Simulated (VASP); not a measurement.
The system is Rh.

```xyz
1
Lattice="0.0000 1.8770 1.8770 1.8770 0.0000 1.8770 1.8770 1.8770 0.0000" Properties=species:S:1:pos:R:3 pbc="T T T"
Rh    0.0000    0.0000    0.0000
```

Base run:

* Program: VASP 6.6.1
* Functional: LDA
* Potentials or basis: VASP PAW LDA potentials, release 64 (Rh_pv)
* Cutoff: 520 eV
* k mesh: 22 × 22 × 22
* Occupations: gaussian, width 0.15 eV
* Spin: collinear spin, ferromagnetic start
* Starting moments: [1.0] μB
* Fixed moment: 1 μB

Its results: pressure 8.9 GPa; site moments Rh +0.97 μB.

Q: The run is repeated on the same cell with these changes: fixed moment from 1 μB to 0.75 μB; moments at the start from [1.0] to [0.75]. What comes out?

A: Pressure 5.6 GPa; site moments Rh +0.73 μB.

Caveats: the cell stands under pressure; the total moment is fixed, so each spin has its own Fermi level and the state may be an excited one.
